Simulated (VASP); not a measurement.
Write the native input for VASP 6.6.1 that does the following.

```yaml
Task: single point
Functional: LDA
Potentials_or_basis: VASP PAW LDA potentials, release 64 (Mo_sv, Pt)
Cutoff: 520 eV
k_mesh: 10 × 16 × 8
Occupations: gaussian, width 0.1 eV
Spin: no spin polarisation
Dipole_correction: no
Further_INCAR_settings: ALGO = Normal; EDIFF = 1e-06; NBANDS = 32
```

The structure of MoPt lies in POSCAR:

```
MoPt
1.0
    4.4298987337      0.0000000000      0.0000000000
    0.0000000000      2.7025444727      0.0000000000
    0.0000000000      0.0000000000      4.8856899905
Mo Pt
2 2
Direct
    0.2500000000      0.0000000000      0.1637026176
    0.7500000000      0.0000000000      0.8362973824
    0.2500000000      0.5000000000      0.6643245682
    0.7500000000      0.5000000000      0.3356754318
```

One way to write it, as run:

INCAR

```
SYSTEM = MoPt
PREC = Accurate
ENCUT = 520
EDIFF = 1E-6
ISMEAR = 0
SIGMA = 0.1
LREAL = .False.
LASPH = .True.
NELM = 100
ALGO = Normal
ISIF = 2
LWAVE = .False.
LCHARG = .False.
GGA = CA
NBANDS = 32
```

KPOINTS

```
regular mesh
0
Gamma
  10 16 8
  0 0 0
```

Potentials or basis: VASP PAW LDA potentials, release 64 (Mo_sv, Pt).

Command:

```console
$ cat potpaw_LDA.64/Mo_sv/POTCAR potpaw_LDA.64/Pt/POTCAR > POTCAR
$ mpirun -np 1 vasp_std > vasp.out
```

It gave:

- Pressure: 1.1 GPa
- Largest force: 0.010 eV/Å
- Band gap on the k mesh: zero (band 24 reaches 14.02 eV, above the bottom of band 25 at 11.42 eV)

Caveat: spin-orbit coupling is left out, which moves the levels of the heavy elements.

Wall time 120 s on 1 thread of Intel(R) Xeon(R) 6975P-C (Granite Rapids), with other jobs on the host, peak memory 0.49 GiB.
